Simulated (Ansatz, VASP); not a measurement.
# AgCl: VASP beside Ansatz

```
CELL_PARAMETERS angstrom
-0.00804 2.77318 2.77318
2.77318 -0.00804 2.77318
2.76514 2.76514 0.00000
ATOMIC_POSITIONS crystal
Ag 0.00000 0.00000 0.00000
Cl 0.50000 0.50000 0.50000
```

Change from the starting cell: shear_xy strain -0.6%.

Alike in both runs: task single point; functional PBE; k mesh 8 × 8 × 8; occupations fermi-dirac, width 0.02 eV; no spin polarisation.

|  | VASP | Ansatz |
| --- | --- | --- |
| version | VASP 6.6.1 | Ansatz 0.2.0 |
| potentials or method | VASP PAW PBE potentials, release 64 (Ag, Cl) | plane waves, PAW |
| plane-wave cutoff (eV) | 520 | 420 |
| valence electrons in the cell | 18 | 26 |

|  | VASP | Ansatz | Ansatz less VASP |
| --- | --- | --- | --- |
| gap on the k mesh at the Fermi level (eV) | 0.90 | 0.91 | +0.003 |
| pressure (GPa) | 1.5 | 1.6 | +0.14 |

VASP's potentials hold 18 valence electrons a cell and Ansatz's 26, so a difference there can come from the potentials and not from the codes.
